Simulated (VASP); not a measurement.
Set up this calculation in VASP 6.6.1, as the native input.

| Quantity | Value |
| --- | --- |
| Task | single point |
| Functional | PBE |
| Potentials or basis | VASP PAW PBE potentials, release 64 (Si, O) |
| Cutoff | 520 eV |
| k mesh | 18 × 18 × 4 |
| Occupations | gaussian, width 0.1 eV |
| Spin | no spin polarisation |
| Dipole correction | no |
| Further INCAR settings | ALGO = Normal; EDIFF = 1e-06; NBANDS = 19 |

The structure of Si4O lies in POSCAR:

```
Si4O
1.0
    2.6964377756      0.0000000000      0.0000000000
   -1.3482188878      2.3351836134      0.0000000000
    0.0000000000      0.0000000000     10.3068052060
Si O
4 1
Direct
    0.3333333333      0.6666666667      0.8489852004
    0.3333333333      0.6666666667      0.3927907218
    0.6666666667      0.3333333333      0.1510147996
    0.6666666667      0.3333333333      0.6072092782
    0.0000000000      0.0000000000      0.0000000000
```

The cell was built from a structure type or drawn by symmetry, and may not be a known phase.

The input as run:

INCAR

```
  PREC = Accurate
  ENCUT = 520
  EDIFF = 1E-6
  ISMEAR = 0
  SIGMA = 0.1
  LREAL = F
  LASPH = T
  NELM = 60
  ALGO = Normal
  ISIF = 2
  LWAVE = F
  LCHARG = F
  GGA = PE
  NBANDS = 19
```

KPOINTS

```
regular mesh
0
Gamma
  18 18 4
```

Potentials or basis: VASP PAW PBE potentials, release 64 (Si, O).

The run is started by

```console
$ cat potpaw_PBE.64/Si/POTCAR potpaw_PBE.64/O/POTCAR > POTCAR
$ mpirun -np 1 vasp_std > vasp.out
```

Results of the run:

| Item | Value |
| --- | --- |
| Pressure | 0.0 GPa |
| Largest force | 0.006 eV/Å |
| Band gap on the k mesh | zero (bands 11 and 12 overlap by 8.26 eV) |

It took 2.5 min on 1 thread of Intel(R) Xeon(R) Platinum 8488C (Sapphire Rapids), on a shared host, peak memory 0.26 GiB.
